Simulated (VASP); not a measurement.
# Ti (Im-3m) in VASP: a series of runs

The runs below take Ti through single point, with LDA.

Program: VASP 6.6.1. These are calculated values, not measurements. Logs are shortened: lines on timing, memory, paths and dates and some standing lists are left out, and cuts for length are marked.

### 1 The cell of the first run

The structure is cubic, space group Im-3m (No. 229). The conventional cell has a = 2.988 Å, b = 2.988 Å, c = 2.988 Å, α = 90.00°, β = 90.00°, γ = 90.00°. Ti (site symmetry m-3m) has 14 Ti at 2.59 to 2.99 Å within 3.4 Å.

### 2 Single point, LDA (volume scaled by 0.84)

The input, INCAR:

```
SYSTEM = Ti
PREC     = Accurate       ! precision mode
ENCUT    = 520            ! plane-wave cutoff, eV
EDIFF    = 1E-6           ! SCF threshold, eV
ISMEAR   = -1             ! smearing method
SIGMA    = 0.08           ! smearing width, eV
LREAL    = .FALSE.        ! projectors in reciprocal space
LASPH    = .TRUE.         ! aspherical terms in the spheres
NELM     = 60             ! most SCF steps
ALGO     = Normal         ! electronic algorithm
ISIF     = 2              ! what is computed and relaxed
LWAVE    = .FALSE.        ! write WAVECAR
LCHARG   = .FALSE.        ! write CHGCAR
GGA      = CA             ! functional
NBANDS   = 12             ! bands
```

The input, KPOINTS:

```
Automatic mesh
0
G
  19 19 19
  0 0 0
```

The input, POSCAR:

```
Ti
1.0
   -1.4942227893      1.4942227893      1.4942227893
    1.4942227893     -1.4942227893      1.4942227893
    1.4942227893      1.4942227893     -1.4942227893
Ti
1
Direct
    0.0000000000      0.0000000000      0.0000000000
```

Potentials or basis: VASP PAW LDA potentials, release 64 (Ti_sv).

Launch:

```bash
cat potpaw_LDA.64/Ti_sv/POTCAR > POTCAR
mpirun -np 1 vasp_std > vasp.out
```

OUTCAR:

```text
SYSTEM = Ti
   PREC = Accurate
   ENCUT = 520
   EDIFF = 1E-6
   ISMEAR = -1
   LREAL = .FALSE.
   LASPH = .TRUE.
   NELM = 60
   ISIF = 2
   GGA = CA

 ion  position               nearest neighbor table
   1  0.000  0.000  0.000-

  LATTYP: Found a body centered cubic cell.
 ALAT       =     2.9884455786

  Lattice vectors:

 A1 = (  -1.4942227893,   1.4942227893,   1.4942227893)
 A2 = (   1.4942227893,  -1.4942227893,   1.4942227893)
 A3 = (   1.4942227893,   1.4942227893,  -1.4942227893)

Analysis of symmetry for initial positions (statically):
=====================================================================
 Subroutine PRICEL returns:
 Original cell was already a primitive cell.

 Routine SETGRP: Setting up the symmetry group for a
 body centered cubic supercell.

 Subroutine GETGRP returns: Found 48 space group operations
 (whereof 48 operations were pure point group operations)
 out of a pool of 48 trial point group operations.

The static configuration has the point symmetry O_h .

Analysis of symmetry for dynamics (positions and initial velocities):
=====================================================================
 Subroutine PRICEL returns:
 Original cell was already a primitive cell.

 Routine SETGRP: Setting up the symmetry group for a
 body centered cubic supercell.

 Subroutine GETGRP returns: Found 48 space group operations
 (whereof 48 operations were pure point group operations)
 out of a pool of 48 trial point group operations.

The dynamic configuration has the point symmetry O_h .

 Subroutine INISYM returns: Found 48 space group operations
 (whereof 48 operations are pure point group operations),
 and found     1 'primitive' translations

----------------------------------------------------------------------------------------

                                     Primitive cell

  volume of cell :      13.3446

  direct lattice vectors                    reciprocal lattice vectors
    -1.494222789  1.494222789  1.494222789     0.000000000  0.334622122  0.334622122
     1.494222789 -1.494222789  1.494222789     0.334622122  0.000000000  0.334622122
     1.494222789  1.494222789 -1.494222789     0.334622122  0.334622122  0.000000000

  length of vectors
     2.588069789  2.588069789  2.588069789     0.473227143  0.473227143  0.473227143

  position of ions in fractional coordinates (direct lattice)
     0.000000000  0.000000000  0.000000000

  ion indices of the primitive-cell ions
   primitive index   ion index
                 1           1

----------------------------------------------------------------------------------------

 KPOINTS: Automatic mesh

Automatic generation of k-mesh.
 Grid dimensions read from file:
 generate k-points for:   19   19   19

 Generating k-lattice:

  Cartesian coordinates                     Fractional coordinates (reciprocal lattice)
     0.000000000  0.017611691  0.017611691     0.052631579  0.000000000  0.000000000
     0.017611691  0.000000000  0.017611691     0.000000000  0.052631579  0.000000000
     0.017611691  0.017611691  0.000000000     0.000000000  0.000000000  0.052631579

  Length of vectors
     0.024906692  0.024906692  0.024906692

  Shift w.r.t. Gamma in fractional coordinates (k-lattice)
     0.000000000  0.000000000  0.000000000

 Subroutine IBZKPT returns following result:
 ===========================================

 Found    220 irreducible k-points:

 Following reciprocal coordinates:
            Coordinates               Weight
  0.000000  0.000000  0.000000      1.000000
  0.052632  0.000000  0.000000     12.000000
  0.105263  0.000000  0.000000     12.000000
  0.157895  0.000000  0.000000     12.000000
  0.210526  0.000000  0.000000     12.000000
  0.263158  0.000000  0.000000     12.000000
[... 16 lines left out ...]
  0.263158  0.105263  0.000000     48.000000
  0.315789  0.105263  0.000000     48.000000
 [... further k-points ...]
   k-points           NKPTS =    220   k-points in BZ     NKDIM =    220   number of bands    NBANDS=     12
   number of dos      NEDOS =    301   number of ions     NIONS =      1
   total plane-waves  NPLWV =   8000
   dimension x,y,z NGX =    20 NGY =   20 NGZ =   20
   dimension x,y,z NGXF=    40 NGYF=   40 NGZF=   40
   ions per type =               1
   NGX,Y,Z   is equivalent  to a cutoff of  12.85, 12.85, 12.85 a.u.
   NGXF,Y,Z  is equivalent  to a cutoff of  25.69, 25.69, 25.69 a.u.
 SYSTEM =  Ti
   PREC   = accura    normal or accurate (medium, high low for compatibility)
   ISTART =      0    job   : 0-new  1-cont  2-samecut
   ICHARG =      2    charge: 1-file 2-atom 10-const
   ISPIN  =      1    spin polarized calculation?
   LNONCOLLINEAR =      F non collinear calculations
   LSORBIT =      F    spin-orbit coupling
   LASPH  =      T    aspherical Exc in radial PAW
   ENCUT  =  520.0 eV  38.22 Ry    6.18 a.u.   4.81  4.81  4.81*2*pi/ulx,y,z
   NELM   =     60;   NELMIN=  2; NELMDL= -5     # of ELM steps
   EDIFF  = 0.1E-05   stopping-criterion for ELM
   LREAL  =      F    real-space projection
   EDIFFG = 0.1E-04   stopping-criterion for IOM
   NSW    =      0    number of steps for IOM
   IBRION =     -1    ionic relax: 0-MD 1-quasi-New 2-CG
   NFREE  =      0    steps in history (QN), initial steepest desc. (CG)
   ISIF   =      2    stress and relaxation
   ISYM   =      2    0-nonsym 1-usesym 2-fastsym
   POTIM  = 0.5000    time-step for ionic-motion
   TEBEG  =    0.0;   TEEND  =   0.0 temperature during run
   PSTRESS=    0.0 pullay stress
   NELECT =      12.0000    total number of electrons
   NUPDOWN=      -1.0000    fix difference up-down
   EMIN   =  10.00;   EMAX   =-10.00  energy-range for DOS
   EFERMI =   0.00;   METHOD = LEGACY
   ISMEAR =    -1;   SIGMA  =   0.08  broadening in eV -4-tet -1-fermi 0-gaus
   EFERMI_NEDOS =   21; number of points for ismear=-14 and -15
   IALGO  =     38    algorithm
   IMIX   =      4    mixing-type and parameters
     AMIX     =   0.40;   BMIX     =  1.00
     AMIX_MAG =   1.60;   BMIX_MAG =  1.00
  volume/ion in A,a.u.               =      13.34        90.05
  Fermi-wavevector in a.u.,A,eV,Ry     =   1.580156  2.986061 33.972280  2.496892
  Thomas-Fermi vector in A             =   2.680426
   LORBIT       =      0    0 simple, 1 ext, 2 COOP (PROOUT), +10 PAW based schemes
   GGA     = CA    functional components
   LHFCALC =     F    Hartree Fock is set to
   AEXX    =    0.0000 exact exchange contribution
   IVDW    =     0    specifies the selected vdW correction
   LEPSILON=     F    determine dielectric tensor
   LRPA    =     F    only Hartree local field effects (RPA)
 non-spin polarized calculation
  energy-cutoff  :      520.00
  volume of cell :       13.34
 maximum number of plane-waves:       370
   NGX =  9   NGY =  9   NGZ =  9

 number of electron      11.9999995 magnetization

 Free energy of the ion-electron system (eV)
  ---------------------------------------------------
  ext. energy  EPLUGINS =         0.00000000
  ---------------------------------------------------
  free energy    TOTEN  =        -8.29423157 eV

  energy without entropy =       -8.26116009  energy(sigma->0) =       -8.27769583

 E-fermi :  10.8899     XC(G=0): -13.0965

 val. band max:       10.8848570285   @ k =   0.2632   0.1579   0.1053
 cond. band min:      10.8912606245   @ k =  -0.2105   0.3158   0.0526
 fundamental gap:      0.0064035960
 Fermi energy:        10.8898899389

 k-point     1 :       0.0000    0.0000    0.0000
  band No.  band energies     occupation
      1     -44.5630      2.00000
      2     -20.2839      2.00000
      3     -20.2839      2.00000
      4     -20.2839      2.00000
      5       4.6227      2.00000
      6      12.0265      0.00000
      7      12.0265      0.00000
      8      12.0265      0.00000
      9      14.4591      0.00000
     10      14.4591      0.00000
     11      30.2947      0.00000
     12      30.2947      0.00000

 k-point     2 :       0.0526    0.0000    0.0000
  band No.  band energies     occupation
      1     -44.5529      2.00000
      2     -20.3293      2.00000
      3     -20.2969      2.00000
      4     -20.2844      2.00000
      5       4.7470      2.00000
      6      11.9625      0.00000
      7      12.0106      0.00000
      8      12.1252      0.00000
      9      14.3775      0.00000
     10      14.4620      0.00000
     11      30.2780      0.00000
     12      30.3260      0.00000

 k-point     3 :       0.1053    0.0000    0.0000
  band No.  band energies     occupation
      1     -44.5236      2.00000
      2     -20.4594      2.00000
      3     -20.3345      2.00000
      4     -20.2860      2.00000
      5       5.1078      2.00000
      6      11.7820      0.00003
      7      11.9427      0.00000
      8      12.4163      0.00000
      9      14.1898      0.00000
     10      14.4738      0.00000
     11      30.1473      0.00000
     12      30.3488      0.00000
[... 286 lines left out ...]
 k-point    23 :       0.2632    0.1053    0.0000
  band No.  band energies     occupation
      1     -44.2798      2.00000
      2     -21.4053      2.00000
      3     -20.6415      2.00000
      4     -20.3546      2.00000
      5       7.8342      2.00000
      6      10.5719      1.96312
      7      11.1558      0.06953
      8      14.0420      0.00000
      9      14.9274      0.00000
     10      15.4746      0.00000
     11      26.3625      0.00000
     12      27.8020      0.00000

 k-point    24 :       0.3158    0.1053    0.0000
  band No.  band energies     occupation
      1     -44.2286      2.00000
      2     -21.5841      2.00000
      3     -20.7177      2.00000
      4     -20.3593      2.00000
      5       8.0479      2.00000
      6      10.3594      1.99737
      7      11.5290      0.00068
      8      14.2463      0.00000
      9      15.0330      0.00000
     10      16.2710      0.00000
     11      24.9583      0.00000
     12      27.0971      0.00000

 [... further k-points ...]

------------------------ aborting loop because EDIFF is reached ----------------------------------------

  FORCE on cell =-STRESS in cart. coord.  units (eV):
  Direction    XX          YY          ZZ          XY          YZ          ZX
  --------------------------------------------------------------------------------------
  -------------------------------------------------------------------------------------
  Total        2.2299087      2.2299087      2.2299087      0.0000000      0.0000000      0.0000000
  in kB      267.7266568    267.7266568    267.7266568      0.0000000      0.0000000      0.0000000
  external PRESSURE =     267.7266568 kB  Pullay stress =       0.0000000 kB

 VOLUME and BASIS-vectors are now :
 -----------------------------------------------------------------------------
  energy-cutoff  :      520.00
  volume of cell :       13.34
      direct lattice vectors                 reciprocal lattice vectors
    -1.494222789  1.494222789  1.494222789     0.000000000  0.334622122  0.334622122
     1.494222789 -1.494222789  1.494222789     0.334622122  0.000000000  0.334622122
     1.494222789  1.494222789 -1.494222789     0.334622122  0.334622122  0.000000000

 POSITION                                       TOTAL-FORCE (eV/Angst)
 -----------------------------------------------------------------------------------
      0.00000      0.00000      0.00000        -0.000000      0.000000      0.000000
 -----------------------------------------------------------------------------------
    total drift:                                0.000000     -0.000000      0.000000

  FREE ENERGIE OF THE ION-ELECTRON SYSTEM (eV)
  ---------------------------------------------------
  free  energy   TOTEN  =        -8.2942315695 eV

  energy  without entropy=       -8.2611600929  energy(sigma->0) =       -8.27769583
```

Wall time 22 s (1 thread of Intel Xeon Platinum 8259CL at 2.50GHz (Skylake/Cascade Lake), shared host); peak memory 0.14 GiB.

Results:

* Free energy: -8.2942 eV
* Pressure: 26.8 GPa
* Band gap on the k mesh: zero (band 6 reaches 12.03 eV, above the bottom of band 7 at 10.14 eV)

### 3 Single point, LDA (volume scaled by 0.84)

The input, INCAR:

```
SYSTEM = Ti
PREC = Accurate ; ENCUT = 520
EDIFF = 1E-7 ; ISMEAR = -1
SIGMA = 0.08 ; LREAL = .False.
LASPH = .True. ; NELM = 100
ALGO = Normal ; ISIF = 2
LWAVE = .False. ; LCHARG = .False.
NBANDS = 12
```

The input, KPOINTS:

```
regular mesh
0
Gamma
  19 19 19
  0 0 0
```

POSCAR is that of step 2.

Potentials or basis: VASP PAW LDA potentials, release 64 (Ti_sv).

Launch:

```bash
cat potpaw_LDA.64/Ti_sv/POTCAR > POTCAR
mpirun -np 1 vasp_std > vasp.out
```

OUTCAR:

```text
SYSTEM = Ti
   PREC = Accurate
   ENCUT = 520
   EDIFF = 1E-7
   ISMEAR = -1
   LREAL = .False.
   LASPH = .True.
   NELM = 100
   ISIF = 2

 ion  position               nearest neighbor table
   1  0.000  0.000  0.000-

  LATTYP: Found a body centered cubic cell.
 ALAT       =     2.9884455786

  Lattice vectors:

 A1 = (  -1.4942227893,   1.4942227893,   1.4942227893)
 A2 = (   1.4942227893,  -1.4942227893,   1.4942227893)
 A3 = (   1.4942227893,   1.4942227893,  -1.4942227893)
[... 536 lines left out ...]
     11      24.9586      0.00000
     12      27.0972      0.00000

 [... further k-points ...]

------------------------ aborting loop because EDIFF is reached ----------------------------------------

  FORCE on cell =-STRESS in cart. coord.  units (eV):
  Direction    XX          YY          ZZ          XY          YZ          ZX
  --------------------------------------------------------------------------------------
  -------------------------------------------------------------------------------------
  Total        2.2274199      2.2274199      2.2274199      0.0000000      0.0000000      0.0000000
  in kB      267.4278457    267.4278457    267.4278457      0.0000000      0.0000000      0.0000000
  external PRESSURE =     267.4278457 kB  Pullay stress =       0.0000000 kB

 VOLUME and BASIS-vectors are now :
 -----------------------------------------------------------------------------
  energy-cutoff  :      520.00
  volume of cell :       13.34
      direct lattice vectors                 reciprocal lattice vectors
    -1.494222789  1.494222789  1.494222789     0.000000000  0.334622122  0.334622122
     1.494222789 -1.494222789  1.494222789     0.334622122  0.000000000  0.334622122
     1.494222789  1.494222789 -1.494222789     0.334622122  0.334622122  0.000000000

 POSITION                                       TOTAL-FORCE (eV/Angst)
 -----------------------------------------------------------------------------------
      0.00000      0.00000      0.00000         0.000000     -0.000000      0.000000
 -----------------------------------------------------------------------------------
    total drift:                                0.000000     -0.000000      0.000000

  FREE ENERGIE OF THE ION-ELECTRON SYSTEM (eV)
  ---------------------------------------------------
  free  energy   TOTEN  =        -8.2942316976 eV

  energy  without entropy=       -8.2611604894  energy(sigma->0) =       -8.27769609
```

OSZICAR:

```text
N       E                     dE             d eps       ncg     rms          rms(c)
DAV:   1     0.835837186526E+02    0.83584E+02   -0.65328E+03  5332   0.127E+03
DAV:   2    -0.507249424905E+01   -0.88656E+02   -0.85987E+02  5416   0.299E+02
DAV:   3    -0.875402874942E+01   -0.36815E+01   -0.36397E+01  6764   0.625E+01
DAV:   4    -0.885804189946E+01   -0.10401E+00   -0.10392E+00  5928   0.886E+00
DAV:   5    -0.886063045806E+01   -0.25886E-02   -0.25885E-02  6032   0.122E+00    0.111E+01
DAV:   6    -0.826815185433E+01    0.59248E+00   -0.12923E+00  5764   0.170E+01    0.371E+00
DAV:   7    -0.827365517969E+01   -0.55033E-02   -0.99136E-02  6364   0.378E+00    0.168E+00
DAV:   8    -0.829388906822E+01   -0.20234E-01   -0.56732E-02  5604   0.266E+00    0.101E-01
DAV:   9    -0.829415551322E+01   -0.26645E-03   -0.46564E-03  6236   0.653E-01    0.116E-01
DAV:  10    -0.829426339844E+01   -0.10789E-03   -0.42347E-04  5652   0.227E-01    0.319E-02
DAV:  11    -0.829423187145E+01    0.31527E-04   -0.32118E-05  6080   0.796E-02    0.460E-03
DAV:  12    -0.829423157519E+01    0.29626E-06   -0.58563E-07  6204   0.796E-03    0.135E-03
DAV:  13    -0.829423169786E+01   -0.12267E-06   -0.32777E-07  6476   0.270E-03    0.161E-03
DAV:  14    -0.829423169763E+01    0.22965E-09   -0.19630E-08  2832   0.182E-03
   1 F= -.82942317E+01 E0= -.82776961E+01  d E =-.330712E-01
```

Run time: 26 s. Hardware: 1 thread of Intel Xeon Platinum 8259CL at 2.50GHz (Skylake/Cascade Lake), shared host; peak memory 0.14 GiB.

Results:

```
Free energy            : -8.2942 eV
Pressure               : 26.7 GPa
Band gap on the k mesh : zero (band 6 reaches 12.03 eV, above the bottom of band 7 at 10.14 eV)
```

Levels at points of the mesh, in eV from the Fermi level:
| k point | band 4 | band 5 | band 6 | band 7 | band 8 | band 9 |
| --- | --- | --- | --- | --- | --- | --- |
| (0.00, 0.00, 0.00) | -31.17 | -6.27 | 1.14 | 1.14 | 1.14 | 3.57 |

### 4 Single point, LDA (volume scaled by 0.92)

The input, INCAR:

```
SYSTEM = Ti
PREC     = Accurate       ! precision mode
ENCUT    = 520            ! plane-wave cutoff, eV
EDIFF    = 1E-6           ! SCF threshold, eV
ISMEAR   = -1             ! smearing method
SIGMA    = 0.08           ! smearing width, eV
LREAL    = .FALSE.        ! projectors in reciprocal space
LASPH    = .TRUE.         ! aspherical terms in the spheres
NELM     = 60             ! most SCF steps
ALGO     = Normal         ! electronic algorithm
ISIF     = 2              ! what is computed and relaxed
LWAVE    = .FALSE.        ! write WAVECAR
LCHARG   = .FALSE.        ! write CHGCAR
NBANDS   = 12             ! bands
```

The input, KPOINTS:

```
regular mesh
0
G
  19 19 19
  0 0 0
```

The input, POSCAR:

```
Ti
1.0
   -1.5402274870      1.5402274870      1.5402274870
    1.5402274870     -1.5402274870      1.5402274870
    1.5402274870      1.5402274870     -1.5402274870
Ti
1
Direct
    0.0000000000      0.0000000000      0.0000000000
```

Launch:

```bash
cat potpaw_LDA.64/Ti_sv/POTCAR > POTCAR
mpirun -np 1 vasp_std > vasp.out
```

Run time: 22 s. Hardware: 1 thread of Intel Xeon Platinum 8259CL at 2.50GHz (Skylake/Cascade Lake), shared host; peak memory 0.14 GiB.

The run converged. Its results:

```
Free energy            : -8.4415 eV
Pressure               : 11.1 GPa
Band gap on the k mesh : zero (band 6 reaches 10.85 eV, above the bottom of band 7 at 9.13 eV)
```

Levels at points of the mesh, in eV from the Fermi level:
| k point | band 4 | band 5 | band 6 | band 7 | band 8 | band 9 |
| --- | --- | --- | --- | --- | --- | --- |
| (0.00, 0.00, 0.00) | -31.49 | -6.17 | 1.09 | 1.09 | 1.09 | 3.28 |
